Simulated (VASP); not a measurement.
BN: elastic constants with LDA

The system is BN.

```
CELL_PARAMETERS angstrom
0.00000 1.77477 1.77477
1.77477 0.00000 1.77477
1.77477 1.77477 0.00000
ATOMIC_POSITIONS crystal
B 0.00000 0.00000 0.00000
N 0.75000 0.75000 0.75000
```

```yaml
Program: VASP 6.6.1
Task: elastic constants
Functional: LDA
Potentials_or_basis: VASP PAW LDA potentials, release 64 (B, N)
Cutoff: 600 eV
k_mesh: 12 × 12 × 12
Occupations: gaussian, width 0.01 eV
Spin: no spin polarisation
Dipole_correction: no
Ions_in_elastic_constants: relaxed
Further_INCAR_settings: ALGO = Normal; EDIFF = 1e-08; IBRION = 6; POTIM = 0.015; NSW = 1; ISIF = 3
```

```
Elastic constants C11, C12, C44                         : 863, 217, 505 GPa
Voigt bulk modulus                                      : 432 GPa
Highest phonon frequency at Γ, LO-TO splitting left out : 1105 cm⁻¹
```

Phonon frequencies in cm⁻¹ (negative: imaginary):
| q point | frequencies |
| --- | --- |
| (0.000, 0.000, 0.000) | 0 0 0 1105 1105 1105 |

Elastic tensor in Voigt notation (GPa, in the Cartesian axes of the cell as first typed):
```
863 217 217   0   0   0
217 863 217   0   0   0
217 217 863   0   0   0
  0   0   0 505   0   0
  0   0   0   0 505   0
  0   0   0   0   0 505
```

Clamped-ion elastic tensor (GPa):
```
863 217 217   0   0   0
217 863 217   0   0   0
217 217 863   0   0   0
  0   0   0 515   0   0
  0   0   0   0 515   0
  0   0   0   0   0 515
```

Wall time 2.5 min on 1 thread of AMD EPYC 9R45 96-Core Processor (Zen 5) (shared host), peak memory 0.19 GiB.

Caveat: the cell is under stress, which shifts elastic constants.
